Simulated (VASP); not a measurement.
# CaMg (P4/mmm) in VASP: further runs

Runs on CaMg. Level: LDA. Tasks: single point.

All numbers are computed with VASP 6.6.1; they aren't measurements. Logs are shortened: lines on timing, memory, paths and dates and some standing lists are left out, and cuts for length are marked.

### 1 The cell of the first run

The structure is tetragonal, space group P4/mmm (No. 123). The conventional cell has a = 3.476 Å, b = 3.476 Å, c = 3.994 Å, α = 90.00°, β = 90.00°, γ = 90.00°. Within 4.2 Å of Ca (site symmetry 4/mmm) lie 8 Mg at 3.17 Å and 6 Ca at 3.48 to 3.99 Å. Mg (site symmetry 4/mmm) has 8 Ca at 3.17 Å and 6 Mg at 3.48 to 3.99 Å within 4.2 Å.

### 2 Single point, LDA (24.12 Å³/atom)

INCAR

```
SYSTEM = CaMg
  PREC = Accurate
  ENCUT = 520
  EDIFF = 1E-7
  ISMEAR = 0
  SIGMA = 0.15
  LREAL = .FALSE.
  LASPH = .TRUE.
  NELM = 100
  ALGO = Fast
  ISIF = 2
  LWAVE = .FALSE.
  LCHARG = .FALSE.
  GGA = CA
  NBANDS = 13
```

KPOINTS

```
Automatic mesh
0
G
  14 14 14
  0 0 0
```

POSCAR

```
CaMg
1.0
    3.4755368567      0.0000000000      0.0000000000
    0.0000000000      3.4755368567      0.0000000000
    0.0000000000      0.0000000000      3.9940869557
Ca Mg
1 1
Direct
    0.0000000000      0.0000000000      0.0000000000
    0.5000000000      0.5000000000      0.5000000000
```

Potentials or basis: VASP PAW LDA potentials, release 64 (Ca_sv, Mg).

Run with:

```bash
$ cat potpaw_LDA.64/Ca_sv/POTCAR potpaw_LDA.64/Mg/POTCAR > POTCAR
$ mpirun -np 1 vasp_std > vasp.out
```

OUTCAR:

```text
SYSTEM = CaMg
   PREC = Accurate
   ENCUT = 520
   EDIFF = 1E-7
   ISMEAR = 0
   LREAL = .FALSE.
   LASPH = .TRUE.
   NELM = 100
   ISIF = 2
   GGA = CA

 ion  position               nearest neighbor table
   1  0.000  0.000  0.000-   2 3.17   2 3.17   2 3.17   2 3.17   2 3.17   2 3.17   2 3.17   2 3.17

   2  0.500  0.500  0.500-   1 3.17   1 3.17   1 3.17   1 3.17   1 3.17   1 3.17   1 3.17   1 3.17

  LATTYP: Found a simple tetragonal cell.
 ALAT       =     3.4755368567
 C/A-ratio  =     1.1492000000

  Lattice vectors:

 A1 = (   3.4755368567,   0.0000000000,   0.0000000000)
 A2 = (   0.0000000000,   3.4755368567,   0.0000000000)
 A3 = (   0.0000000000,   0.0000000000,   3.9940869557)

Analysis of symmetry for initial positions (statically):
=====================================================================
 Subroutine PRICEL returns:
 Original cell was already a primitive cell.

 Routine SETGRP: Setting up the symmetry group for a
 simple tetragonal supercell.

 Subroutine GETGRP returns: Found 16 space group operations
 (whereof 16 operations were pure point group operations)
 out of a pool of 16 trial point group operations.

The static configuration has the point symmetry D_4h.

Analysis of symmetry for dynamics (positions and initial velocities):
=====================================================================
 Subroutine PRICEL returns:
 Original cell was already a primitive cell.

 Routine SETGRP: Setting up the symmetry group for a
 simple tetragonal supercell.

 Subroutine GETGRP returns: Found 16 space group operations
 (whereof 16 operations were pure point group operations)
 out of a pool of 16 trial point group operations.

The dynamic configuration has the point symmetry D_4h.

 Subroutine INISYM returns: Found 16 space group operations
 (whereof 16 operations are pure point group operations),
 and found     1 'primitive' translations

----------------------------------------------------------------------------------------

                                     Primitive cell

  volume of cell :      48.2460

  direct lattice vectors                    reciprocal lattice vectors
     3.475536857  0.000000000  0.000000000     0.287725333  0.000000000  0.000000000
     0.000000000  3.475536857  0.000000000     0.000000000  0.287725333  0.000000000
     0.000000000  0.000000000  3.994086956     0.000000000  0.000000000  0.250370112

  length of vectors
     3.475536857  3.475536857  3.994086956     0.287725333  0.287725333  0.250370112

  position of ions in fractional coordinates (direct lattice)
     0.000000000  0.000000000  0.000000000
     0.500000000  0.500000000  0.500000000

[... 91 lines left out ...]
   ISMEAR =     0;   SIGMA  =   0.15  broadening in eV -4-tet -1-fermi 0-gaus
   EFERMI_NEDOS =   21; number of points for ismear=-14 and -15
   IALGO  =     68    algorithm
   IMIX   =      4    mixing-type and parameters
     AMIX     =   0.40;   BMIX     =  1.00
     AMIX_MAG =   1.60;   BMIX_MAG =  1.00
  volume/ion in A,a.u.               =      24.12       162.79
  Fermi-wavevector in a.u.,A,eV,Ry     =   1.029552  1.945571 14.421857  1.059977
  Thomas-Fermi vector in A             =   2.163605
   LORBIT       =      0    0 simple, 1 ext, 2 COOP (PROOUT), +10 PAW based schemes
   GGA     = CA    functional components
   LHFCALC =     F    Hartree Fock is set to
   AEXX    =    0.0000 exact exchange contribution
   IVDW    =     0    specifies the selected vdW correction
   LEPSILON=     F    determine dielectric tensor
   LRPA    =     F    only Hartree local field effects (RPA)
 non-spin polarized calculation
 RMM-DIIS sequential band-by-band and
 Gauss-broadening in eV      SIGMA  =   0.15
  energy-cutoff  :      520.00
  volume of cell :       48.25
 maximum number of plane-waves:      1334
 NGX is ok and might be reduce to    28
   NGX = 13   NGY = 13   NGZ = 15

 number of electron      11.9999998 magnetization

 Free energy of the ion-electron system (eV)
  ---------------------------------------------------
  ext. energy  EPLUGINS =         0.00000000
  ---------------------------------------------------
  free energy    TOTEN  =        -4.10385273 eV

  energy without entropy =       -4.08542841  energy(sigma->0) =       -4.09464057

 E-fermi :   3.2087     XC(G=0):  -9.2768

 val. band max:        3.2062513181   @ k =   0.4286   0.0000   0.3571
 cond. band min:       3.2119215110   @ k =   0.0000   0.0000   0.1429
 fundamental gap:      0.0056701929
 Fermi energy:         3.2087295934

 k-point     1 :       0.0000    0.0000    0.0000
  band No.  band energies     occupation
      1     -37.2154      2.00000
      2     -18.5391      2.00000
      3     -18.4572      2.00000
      4     -18.4572      2.00000
      5      -2.5547      2.00000
      6       3.7066      0.00000
      7       4.1751      0.00000
      8       6.5080      0.00000
      9       7.5032      0.00000
     10       7.5032      0.00000
     11       8.0935      0.00000
     12       9.3481      0.00000
     13       9.3481      0.00000
[... 354 lines left out ...]
  band No.  band energies     occupation
      1     -37.1863      2.00000
      2     -18.6697      2.00000
      3     -18.5414      2.00000
      4     -18.5034      2.00000
      5      -0.3212      2.00000
      6       2.6497      2.00000
      7       4.4637      0.00000
      8       5.2189      0.00000
      9       5.8049      0.00000
     10       6.5910      0.00000
     11       8.5709      0.00000
     12       9.6190      0.00000
     13      11.0641      0.00000

 [... further k-points ...]

------------------------ aborting loop because EDIFF is reached ----------------------------------------

  FORCE on cell =-STRESS in cart. coord.  units (eV):
  Direction    XX          YY          ZZ          XY          YZ          ZX
  --------------------------------------------------------------------------------------
  -------------------------------------------------------------------------------------
  Total        2.1591123      2.1591123      1.7734900      0.0000000      0.0000000     -0.0000000
  in kB       71.7008812     71.7008812     58.8949457      0.0000000      0.0000000     -0.0000000
  external PRESSURE =      67.4322360 kB  Pullay stress =       0.0000000 kB

 VOLUME and BASIS-vectors are now :
 -----------------------------------------------------------------------------
  energy-cutoff  :      520.00
  volume of cell :       48.25
      direct lattice vectors                 reciprocal lattice vectors
     3.475536857  0.000000000  0.000000000     0.287725333  0.000000000  0.000000000
     0.000000000  3.475536857  0.000000000     0.000000000  0.287725333  0.000000000
     0.000000000  0.000000000  3.994086956     0.000000000  0.000000000  0.250370112

 POSITION                                       TOTAL-FORCE (eV/Angst)
 -----------------------------------------------------------------------------------
      0.00000      0.00000      0.00000         0.000000      0.000000      0.000000
      1.73777      1.73777      1.99704         0.000000      0.000000      0.000000
 -----------------------------------------------------------------------------------
    total drift:                               -0.000000     -0.000000     -0.000000

  FREE ENERGIE OF THE ION-ELECTRON SYSTEM (eV)
  ---------------------------------------------------
  free  energy   TOTEN  =        -4.1038527308 eV

  energy  without entropy=       -4.0854284108  energy(sigma->0) =       -4.09464057
```

OSZICAR:

```text
N       E                     dE             d eps       ncg     rms          rms(c)
DAV:   1     0.728967068087E+02    0.72897E+02   -0.56028E+03  7488   0.828E+02
DAV:   2    -0.222423701479E+01   -0.75121E+02   -0.73674E+02  8458   0.208E+02
DAV:   3    -0.412205225285E+01   -0.18978E+01   -0.18714E+01 11365   0.308E+01
DAV:   4    -0.420025945003E+01   -0.78207E-01   -0.78037E-01  9104   0.522E+00
DAV:   5    -0.420199857362E+01   -0.17391E-02   -0.17389E-02 11067   0.665E-01    0.249E+00
RMM:   6    -0.412493787603E+01    0.77061E-01   -0.61199E-02  7893   0.173E+00    0.160E+00
RMM:   7    -0.410518669182E+01    0.19751E-01   -0.63239E-02  9031   0.185E+00    0.384E-01
RMM:   8    -0.410361835201E+01    0.15683E-02   -0.12293E-02  8653   0.127E+00    0.427E-02
RMM:   9    -0.410379745016E+01   -0.17910E-03   -0.26361E-03 10945   0.556E-01    0.306E-02
RMM:  10    -0.410383972178E+01   -0.42272E-04   -0.59343E-04 11354   0.211E-01    0.176E-02
RMM:  11    -0.410384925472E+01   -0.95329E-05   -0.12870E-04 11273   0.100E-01    0.126E-02
RMM:  12    -0.410385143054E+01   -0.21758E-05   -0.51402E-05 11401   0.625E-02    0.109E-02
RMM:  13    -0.410385184506E+01   -0.41453E-06   -0.11416E-05 12065   0.278E-02    0.245E-03
RMM:  14    -0.410385231491E+01   -0.46985E-06   -0.40789E-06 12051   0.124E-02    0.589E-04
RMM:  15    -0.410385254120E+01   -0.22629E-06   -0.19001E-06 10490   0.579E-03    0.269E-04
RMM:  16    -0.410385266446E+01   -0.12326E-06   -0.10090E-06  8998   0.379E-03    0.148E-04
RMM:  17    -0.410385273083E+01   -0.66366E-07   -0.55323E-07  8115   0.277E-03
   1 F= -.41038527E+01 E0= -.40946406E+01  d E =-.184243E-01
```

stdout:

```text
POSCAR found type information on POSCAR CaMg
 POSCAR found :  2 types and       2 ions
 scaLAPACK will be used
 LDA part: xc-table for (Slater(with rela. corr.)+CA(PZ))
 , standard interpolation
 POSCAR, INCAR and KPOINTS ok, starting setup
 FFT: planning ... GRIDC
 FFT: planning ... GRID_SOFT
 FFT: planning ... GRID
 WAVECAR not read
 entering main loop
WARNING in EDDRMM: call to ZHEGV failed, returncode =   6  3      6
WARNING in EDDRMM: call to ZHEGV failed, returncode =   8  4     11
WARNING in EDDRMM: call to ZHEGV failed, returncode =   8  4      5
WARNING in EDDRMM: call to ZHEGV failed, returncode =   8  4      6
WARNING in EDDRMM: call to ZHEGV failed, returncode =   8  4      9
WARNING in EDDRMM: call to ZHEGV failed, returncode =   8  4      8
WARNING in EDDRMM: call to ZHEGV failed, returncode =   8  4      5
WARNING in EDDRMM: call to ZHEGV failed, returncode =   8  4      7
WARNING in EDDRMM: call to ZHEGV failed, returncode =   6  3      6
WARNING in EDDRMM: call to ZHEGV failed, returncode =   6  3      6
WARNING in EDDRMM: call to ZHEGV failed, returncode =   6  3      6
 num prob WARNING in EDDRMM: call to ZHEGV failed, returncode =   8  4     11
WARNING in EDDRMM: call to ZHEGV failed, returncode =   6  3      9
WARNING in EDDRMM: call to ZHEGV failed, returncode =   6  3     11
```

It took 91 s on 1 thread of Intel Xeon 6975P-C (Granite Rapids), shared host; peak memory 0.31 GiB.

Results:

```
Free energy            : -4.1039 eV
Pressure               : 6.7 GPa
Band gap on the k mesh : zero (bands 6 and 7 overlap by 1.22 eV)
```

Caveat: the cell stands under pressure.

### 3 Single point, LDA (24.12 Å³/atom)

INCAR

```
SYSTEM = CaMg
PREC     = Accurate       ! precision mode
ENCUT    = 520            ! plane-wave cutoff, eV
EDIFF    = 1E-6           ! SCF threshold, eV
ISMEAR   = 0              ! smearing method
SIGMA    = 0.15           ! smearing width, eV
LREAL    = .FALSE.        ! projectors in reciprocal space
LASPH    = .TRUE.         ! aspherical terms in the spheres
NELM     = 60             ! most SCF steps
ALGO     = Fast           ! electronic algorithm
ISIF     = 2              ! what is computed and relaxed
LWAVE    = .FALSE.        ! write WAVECAR
LCHARG   = .FALSE.        ! write CHGCAR
GGA      = CA             ! functional
NBANDS   = 13             ! bands
```

KPOINTS is that of step 2.

POSCAR

```
CaMg
1.0
    3.8131223851      0.0000000000      0.0000000000
    0.0000000000      3.8131223851      0.0000000000
    0.0000000000      0.0000000000      3.3181790995
Ca Mg
1 1
Direct
    0.0000000000      0.0000000000      0.0000000000
    0.5000000000      0.5000000000      0.5000000000
```

Potentials or basis: VASP PAW LDA potentials, release 64 (Ca_sv, Mg).

Run with:

```bash
$ cat potpaw_LDA.64/Ca_sv/POTCAR potpaw_LDA.64/Mg/POTCAR > POTCAR
$ mpirun -np 1 vasp_std > vasp.out
```

Run time: 68 s. Hardware: 1 thread of Intel Xeon 6975P-C (Granite Rapids), shared host; peak memory 0.31 GiB.

Results (log left out):

- Free energy: -4.0892 eV
- Pressure: 6.7 GPa
- Band gap on the k mesh: zero (bands 6 and 7 overlap by 1.39 eV)

Stress tensor (GPa, compression positive):
```
5.64 0.00 0.00
0.00 5.64 0.00
0.00 0.00 8.78
```

Levels at points of the mesh, in eV from the Fermi level:
| k point | band 2 | band 3 | band 4 | band 5 | band 6 | band 7 | band 8 | band 9 | band 10 | band 11 |
| --- | --- | --- | --- | --- | --- | --- | --- | --- | --- | --- |
| (0.00, 0.00, 0.00) | -21.72 | -21.72 | -21.64 | -5.75 | 0.60 | 0.87 | 3.97 | 4.16 | 4.16 | 4.75 |
| (0.50, 0.00, 0.00) | -21.85 | -21.71 | -21.63 | -3.29 | -2.83 | 1.54 | 2.00 | 3.61 | 4.91 | 4.98 |
| (0.50, 0.50, 0.00) | -21.83 | -21.83 | -21.62 | -2.52 | -0.45 | -0.45 | 0.08 | 3.94 | 3.94 | 5.10 |
| (0.00, 0.00, 0.50) | -22.04 | -21.67 | -21.67 | -2.34 | -2.30 | 2.02 | 2.02 | 2.05 | 4.47 | 6.24 |
| (0.50, 0.00, 0.50) | -22.02 | -21.79 | -21.66 | -1.90 | -0.03 | 0.40 | 0.62 | 2.54 | 3.04 | 5.32 |
| (0.50, 0.50, 0.50) | -22.01 | -21.77 | -21.77 | -0.61 | -0.61 | -0.44 | 2.51 | 3.50 | 3.50 | 3.84 |

Caveat: the cell stands under pressure.
